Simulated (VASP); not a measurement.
# K in VASP: a series of runs, part 2 of 2

VASP 6.6.1. The steps go on from the part before.

## (3) Single point, r2SCAN (normal strain along x -0.1100, normal strain along z -0.0825)

Contents of POSCAR:

```
K
1.0
    3.8362911461      0.0000000000      0.0000000000
    0.0000000000      4.3104394900      0.0000000000
    0.0000000000      0.0000000000      3.9548282321
K
1
Direct
    0.0000000000      0.0000000000      0.0000000000
```

Contents of INCAR.step1:

```
PREC     = Accurate       # precision mode
ENCUT    = 520            # plane-wave cutoff, eV
ISMEAR   = 0              # smearing method
SIGMA    = 0.15           # smearing width, eV
LREAL    = False          # projectors in reciprocal space
LASPH    = True           # aspherical terms in the spheres
NELM     = 100            # most SCF steps
NBANDS   = 10             # bands
GGA      = PE             # functional
ALGO     = Normal         # electronic algorithm
EDIFF    = 1E-4           # SCF threshold, eV
LWAVE    = True           # write WAVECAR
LCHARG   = False          # write CHGCAR
```

Contents of INCAR.step2:

```
PREC     = Accurate       # precision mode
ENCUT    = 520            # plane-wave cutoff, eV
EDIFF    = 1E-6           # SCF threshold, eV
ISMEAR   = 0              # smearing method
SIGMA    = 0.15           # smearing width, eV
LREAL    = False          # projectors in reciprocal space
LASPH    = True           # aspherical terms in the spheres
NELM     = 100            # most SCF steps
ALGO     = Normal         # electronic algorithm
ISIF     = 2              # what is computed and relaxed
LWAVE    = False          # write WAVECAR
LCHARG   = False          # write CHGCAR
METAGGA  = R2SCAN         # meta-GGA
LMIXTAU  = True         
NBANDS   = 10             # bands
ISTART   = 1
```

Contents of KPOINTS:

```
Automatic mesh
0
Gamma
  10 10 10
```

Potentials or basis: VASP PAW PBE potentials, release 64 (K_sv).

Command:

```bash
$ cat potpaw_PBE.64/K_sv/POTCAR > POTCAR
$ cp INCAR.step1 INCAR
$ mpirun -np 1 vasp_std > vasp.out
$ cp INCAR.step2 INCAR
$ mpirun -np 1 vasp_std > vasp.out
```

Run time: 5.8 min. Hardware: 1 thread of Intel Xeon 6975P-C, shared host; peak memory 0.27 GiB.

The run converged. Its results:

- Free energy: -5.8558 eV
- Pressure: 0.8 GPa

Stress tensor (GPa, compression positive):
```
 1.55  0.00  0.00
 0.00 -0.19  0.00
 0.00  0.00  1.05
```

Levels at points of the mesh, in eV from the Fermi level:
| k point | band 2 | band 3 | band 4 | band 5 | band 6 | band 7 |
| --- | --- | --- | --- | --- | --- | --- |
| (0.00, 0.00, 0.00) | -16.53 | -16.52 | -16.51 | -2.45 | 2.98 | 3.33 |
| (0.50, 0.00, 0.00) | -16.75 | -16.51 | -16.50 | 0.32 | 0.46 | 4.04 |
| (0.00, 0.50, 0.00) | -16.62 | -16.51 | -16.51 | -0.19 | -0.18 | 3.79 |
| (0.50, 0.50, 0.00) | -16.73 | -16.59 | -16.49 | 0.97 | 2.56 | 2.70 |
| (0.00, 0.00, 0.50) | -16.70 | -16.51 | -16.50 | 0.16 | 0.30 | 3.94 |
| (0.50, 0.00, 0.50) | -16.72 | -16.67 | -16.49 | 1.00 | 3.09 | 3.11 |
| (0.00, 0.50, 0.50) | -16.69 | -16.59 | -16.49 | 0.92 | 2.39 | 2.51 |
| (0.50, 0.50, 0.50) | -16.71 | -16.66 | -16.56 | 2.06 | 2.52 | 2.67 |

Caveat: the cell differs from its parent crystal (normal strain along x -0.1100, normal strain along z -0.0825); the PAW data sets were made with another functional, which shifts forces and pressure a little.

## (4) Single point, r2SCAN (normal strain along x -0.1100, normal strain along z -0.0275)

POSCAR, as its differences from that of step 3:

```diff
@@ -4,3 +4,3 @@
     0.0000000000      4.3104394900      0.0000000000
-    0.0000000000      0.0000000000      3.9548282321
+    0.0000000000      0.0000000000      4.1919024040
 K
```

Contents of INCAR.step1:

```
SYSTEM = K
ALGO     = Normal         ! electronic algorithm
EDIFF    = 1E-4           ! SCF threshold, eV
ENCUT    = 520            ! plane-wave cutoff, eV
GGA      = PE             ! functional
ISMEAR   = 0              ! smearing method
LASPH    = .True.         ! aspherical terms in the spheres
LCHARG   = .False.        ! write CHGCAR
LREAL    = .False.        ! projectors in reciprocal space
LWAVE    = .True.         ! write WAVECAR
NBANDS   = 10             ! bands
NELM     = 100            ! most SCF steps
PREC     = Accurate       ! precision mode
SIGMA    = 0.15           ! smearing width, eV
```

Contents of INCAR.step2:

```
SYSTEM = K
ALGO     = Normal         ! electronic algorithm
EDIFF    = 1E-6           ! SCF threshold, eV
ENCUT    = 520            ! plane-wave cutoff, eV
ISIF     = 2              ! what is computed and relaxed
ISMEAR   = 0              ! smearing method
ISTART   = 1            
LASPH    = .True.         ! aspherical terms in the spheres
LCHARG   = .True.         ! write CHGCAR
LELF     = .True.         ! ELF
LMIXTAU  = .True.       
LREAL    = .False.        ! projectors in reciprocal space
LVHAR    = .True.       
LWAVE    = .False.        ! write WAVECAR
METAGGA  = R2SCAN         ! meta-GGA
NBANDS   = 10             ! bands
NELM     = 100            ! most SCF steps
PREC     = Accurate       ! precision mode
SIGMA    = 0.15           ! smearing width, eV
```

Contents of KPOINTS:

```
k-points
0
Gamma
  10 10 10
  0 0 0
```

Command:

```bash
$ cat potpaw_PBE.64/K_sv/POTCAR > POTCAR
$ cp INCAR.step1 INCAR
$ mpirun -np 1 vasp_std > vasp.out
$ cp INCAR.step2 INCAR
$ mpirun -np 1 vasp_std > vasp.out
```

It took 5.5 min on 1 thread of Intel Xeon 6975P-C, shared host; peak memory 0.28 GiB.

Results (log left out):

* Free energy: -5.8711 eV
* Pressure: 0.5 GPa

Stress tensor (GPa, compression positive):
```
 1.49  0.00  0.00
 0.00 -0.13  0.00
 0.00  0.00  0.21
```

Levels at points of the mesh, in eV from the Fermi level:
| k point | band 1 | band 2 | band 3 | band 4 | band 5 | band 6 | band 7 | band 8 |
| --- | --- | --- | --- | --- | --- | --- | --- | --- |
| (0.00, 0.00, 0.00) | -33.91 | -16.56 | -16.56 | -16.54 | -2.38 | 3.00 | 3.30 | 6.65 |
| (0.50, 0.00, 0.00) | -33.89 | -16.77 | -16.54 | -16.53 | 0.39 | 0.54 | 4.09 | 4.70 |
| (0.00, 0.50, 0.00) | -33.91 | -16.65 | -16.55 | -16.53 | -0.13 | -0.09 | 3.79 | 5.12 |
| (0.50, 0.50, 0.00) | -33.89 | -16.76 | -16.61 | -16.53 | 1.06 | 2.65 | 2.77 | 2.82 |
| (0.00, 0.00, 0.50) | -33.91 | -16.67 | -16.55 | -16.53 | -0.02 | 0.06 | 3.83 | 4.84 |
| (0.50, 0.00, 0.50) | -33.89 | -16.76 | -16.63 | -16.53 | 1.07 | 2.82 | 2.89 | 2.96 |
| (0.00, 0.50, 0.50) | -33.90 | -16.66 | -16.63 | -16.52 | 0.94 | 2.18 | 2.23 | 2.40 |
| (0.50, 0.50, 0.50) | -33.88 | -16.74 | -16.62 | -16.60 | 2.19 | 2.34 | 2.77 | 4.73 |

Caveat: the cell differs from its parent crystal (normal strain along x -0.1100, normal strain along z -0.0275); the PAW data sets were made with another functional, which shifts forces and pressure a little.

## (5) Single point, r2SCAN (normal strain along x -0.0825, normal strain along z -0.0550)

Contents of POSCAR:

```
K
1.0
    3.9548282321      0.0000000000      0.0000000000
    0.0000000000      4.3104394900      0.0000000000
    0.0000000000      0.0000000000      4.0733653181
K
1
Direct
    0.0000000000      0.0000000000      0.0000000000
```

Contents of INCAR.step1:

```
PREC     = Accurate       # precision mode
ENCUT    = 520            # plane-wave cutoff, eV
ISMEAR   = 0              # smearing method
SIGMA    = 0.15           # smearing width, eV
LREAL    = F              # projectors in reciprocal space
LASPH    = T              # aspherical terms in the spheres
NELM     = 100            # most SCF steps
NBANDS   = 10             # bands
GGA      = PE             # functional
ALGO     = Normal         # electronic algorithm
EDIFF    = 1E-4           # SCF threshold, eV
LWAVE    = T              # write WAVECAR
LCHARG   = F              # write CHGCAR
```

Contents of INCAR.step2:

```
PREC     = Accurate       # precision mode
ENCUT    = 520            # plane-wave cutoff, eV
EDIFF    = 1E-6           # SCF threshold, eV
ISMEAR   = 0              # smearing method
SIGMA    = 0.15           # smearing width, eV
LREAL    = F              # projectors in reciprocal space
LASPH    = T              # aspherical terms in the spheres
NELM     = 100            # most SCF steps
ALGO     = Normal         # electronic algorithm
ISIF     = 2              # what is computed and relaxed
LWAVE    = F              # write WAVECAR
LCHARG   = F              # write CHGCAR
METAGGA  = R2SCAN         # meta-GGA
LMIXTAU  = T            
NBANDS   = 10             # bands
ISTART   = 1
```

Contents of KPOINTS:

```
Automatic mesh
0
Gamma
  10 10 10
```

Command:

```bash
$ cat potpaw_PBE.64/K_sv/POTCAR > POTCAR
$ cp INCAR.step1 INCAR
$ mpirun -np 1 vasp_std > vasp.out
$ cp INCAR.step2 INCAR
$ mpirun -np 1 vasp_std > vasp.out
```

Run time: 5.8 min. Hardware: 1 thread of Intel Xeon 6975P-C, shared host; peak memory 0.27 GiB.

Results (log left out):

```
Free energy : -5.8827 eV
Pressure    : 0.5 GPa
```

Stress tensor (GPa, compression positive):
```
 1.02  0.00  0.00
 0.00 -0.14  0.00
 0.00  0.00  0.58
```

Levels at points of the mesh, in eV from the Fermi level:
| k point | band 1 | band 2 | band 3 | band 4 | band 5 | band 6 | band 7 | band 8 |
| --- | --- | --- | --- | --- | --- | --- | --- | --- |
| (0.00, 0.00, 0.00) | -33.90 | -16.55 | -16.54 | -16.54 | -2.38 | 3.05 | 3.30 | 6.64 |
| (0.50, 0.00, 0.00) | -33.89 | -16.72 | -16.53 | -16.53 | 0.23 | 0.37 | 4.01 | 4.76 |
| (0.00, 0.50, 0.00) | -33.89 | -16.63 | -16.54 | -16.53 | -0.13 | -0.10 | 3.82 | 5.38 |
| (0.50, 0.50, 0.00) | -33.88 | -16.71 | -16.61 | -16.52 | 1.02 | 2.47 | 2.58 | 2.67 |
| (0.00, 0.00, 0.50) | -33.89 | -16.68 | -16.54 | -16.53 | 0.09 | 0.21 | 3.92 | 4.80 |
| (0.50, 0.00, 0.50) | -33.88 | -16.70 | -16.66 | -16.52 | 1.05 | 2.81 | 2.83 | 2.94 |
| (0.00, 0.50, 0.50) | -33.89 | -16.67 | -16.62 | -16.52 | 0.98 | 2.31 | 2.40 | 2.53 |
| (0.50, 0.50, 0.50) | -33.87 | -16.69 | -16.65 | -16.59 | 2.18 | 2.47 | 2.61 | 4.69 |

Caveat: the cell differs from its parent crystal (normal strain along x -0.0825, normal strain along z -0.0550); the PAW data sets were made with another functional, which shifts forces and pressure a little.

## (6) Single point, r2SCAN (normal strain along x +0.0000, normal strain along z +0.0825)

Contents of POSCAR:

```
K
1.0
    4.3104394900      0.0000000000      0.0000000000
    0.0000000000      4.3104394900      0.0000000000
    0.0000000000      0.0000000000      4.6660507479
K
1
Direct
    0.0000000000      0.0000000000      0.0000000000
```

Contents of INCAR.step1:

```
ALGO = Normal
EDIFF = 1E-4
ENCUT = 520
GGA = PE
ISMEAR = 0
LASPH = True
LCHARG = False
LREAL = False
LWAVE = True
NBANDS = 10
NELM = 80
PREC = Accurate
SIGMA = 0.15
```

Contents of INCAR.step2:

```
ALGO = Normal
EDIFF = 1E-6
ENCUT = 520
ISIF = 2
ISMEAR = 0
ISTART = 1
LASPH = True
LCHARG = True
LELF = True
LMIXTAU = True
LREAL = False
LVHAR = True
LWAVE = False
METAGGA = R2SCAN
NBANDS = 10
NELM = 80
PREC = Accurate
SIGMA = 0.15
```

Contents of KPOINTS:

```
k-points
0
Gamma
  10 10 10
```

Potentials or basis: VASP PAW PBE potentials, release 64 (K_sv).

Command:

```bash
$ cat potpaw_PBE.64/K_sv/POTCAR > POTCAR
$ cp INCAR.step1 INCAR
$ mpirun -np 1 vasp_std > vasp.out
$ cp INCAR.step2 INCAR
$ mpirun -np 1 vasp_std > vasp.out
```

Wall time 7.8 min (1 thread of Intel Xeon Platinum 8259CL at 2.50GHz (Skylake/Cascade Lake), shared host); peak memory 0.25 GiB.

The run converged. Its results:

| Quantity | Value |
| --- | --- |
| Free energy | -5.8943 eV |
| Pressure | -0.2 GPa |

Stress tensor (GPa, compression positive):
```
 0.01  0.00  0.00
 0.00  0.01  0.00
 0.00  0.00 -0.61
```

Levels at points of the mesh, in eV from the Fermi level:
```tsv
k point	band 1	band 2	band 3	band 4	band 5	band 6	band 7	band 8	band 9
(0.00, 0.00, 0.00)	-33.98	-16.65	-16.65	-16.65	-2.10	3.02	3.28	5.68	6.41
(0.50, 0.00, 0.00)	-33.98	-16.73	-16.64	-16.64	0.15	0.22	3.86	4.54	5.11
(0.50, 0.50, 0.00)	-33.97	-16.72	-16.72	-16.64	1.24	2.40	2.40	2.63	5.13
(0.00, 0.00, 0.50)	-33.98	-16.69	-16.65	-16.65	-0.19	-0.11	3.74	5.26	5.26
(0.50, 0.00, 0.50)	-33.98	-16.72	-16.68	-16.64	1.19	1.96	2.12	2.23	5.42
(0.50, 0.50, 0.50)	-33.97	-16.71	-16.71	-16.67	2.24	2.59	2.59	4.39	4.39
```

Caveat: the cell differs from its parent crystal (normal strain along x +0.0000, normal strain along z +0.0825); the PAW data sets were made with another functional, which shifts forces and pressure a little.

## (7) The runs side by side

```tsv
cell	gap on the mesh (eV)	pressure (GPa)
a = 4.785, b = 4.310 Å, 1 atom	none	-0.4
a = 3.836, b = 4.310, c = 3.955 Å, 1 atom	none	0.8
a = 3.836, b = 4.310, c = 4.192 Å, 1 atom	none	0.5
a = 3.955, b = 4.310, c = 4.073 Å, 1 atom	none	0.5
a = 4.310, b = 4.310, c = 4.666 Å, 1 atom	none	-0.2
```

Alike in all rows: task single point; level r2SCAN; potentials or basis VASP PAW PBE potentials, release 64 (K_sv); no spin polarisation; k mesh 10 × 10 × 10; cutoff (eV) 520; smearing gaussian 0.15 eV.

Caveats: the PAW data sets were made with another functional, which shifts forces and pressure a little.

Total energies depend on the potentials used, so only differences within one code and one set of settings carry meaning.
